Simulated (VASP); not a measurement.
Write the native input for VASP 6.6.1 that does the following.

* Task: single point
* Functional: PBE
* Potentials or basis: VASP PAW PBE potentials, release 64 (Eu, Sb)
* Cutoff: 520 eV
* k mesh: 10 × 10 × 8
* Occupations: gaussian, width 0.05 eV
* Spin: collinear spin, ferromagnetic start
* Starting moments: [0.5, 0.0] μB
* Dipole correction: no
* Further INCAR settings: ALGO = Normal; EDIFF = 1e-07; NBANDS = 22

The structure of EuSb lies in POSCAR:

```
EuSb
1.0
    4.2160831551      0.0000000000      0.0000000000
   -2.1080415775      3.6512351168      0.0000000000
    0.0000000000      0.0000000000      4.4062680008
Eu Sb
1 1
Direct
    0.0000000000      0.0000000000      0.0000000000
    0.6666666667      0.3333333333      0.5000000000
```

One way to write it, as run:

INCAR

```
SYSTEM = EuSb
PREC = Accurate ; ENCUT = 520
EDIFF = 1E-7 ; ISMEAR = 0
SIGMA = 0.05 ; LREAL = .False.
LASPH = .True. ; NELM = 150
ALGO = Normal ; ISIF = 2
LWAVE = .False. ; LCHARG = .False.
ISPIN = 2 ; MAGMOM = 0.5 0
LORBIT = 11 ; LMAXMIX = 6
GGA = PE ; NBANDS = 22
```

KPOINTS

```
Automatic mesh
0
Gamma
  10 10 8
  0 0 0
```

Potentials or basis: VASP PAW PBE potentials, release 64 (Eu, Sb).

The run is started by

```sh
$ cat potpaw_PBE.64/Eu/POTCAR potpaw_PBE.64/Sb/POTCAR > POTCAR
$ mpirun -np 1 vasp_std > vasp.out
```

Results of the run:

The pressure is -0.1 GPa and the net moment is 6.70 μB per cell. The site moments are Eu +6.49; Sb -0.06 μB and the valence electrons inside the program's atomic spheres are Eu 14.70; Sb 2.48.

Caveat: a cell with one magnetic atom can't hold antiferromagnetic order, which such compounds often take.

Wall time 4.8 min on 1 thread of Intel(R) Xeon(R) Platinum 8488C (Sapphire Rapids), on a shared host, peak memory 0.35 GiB.
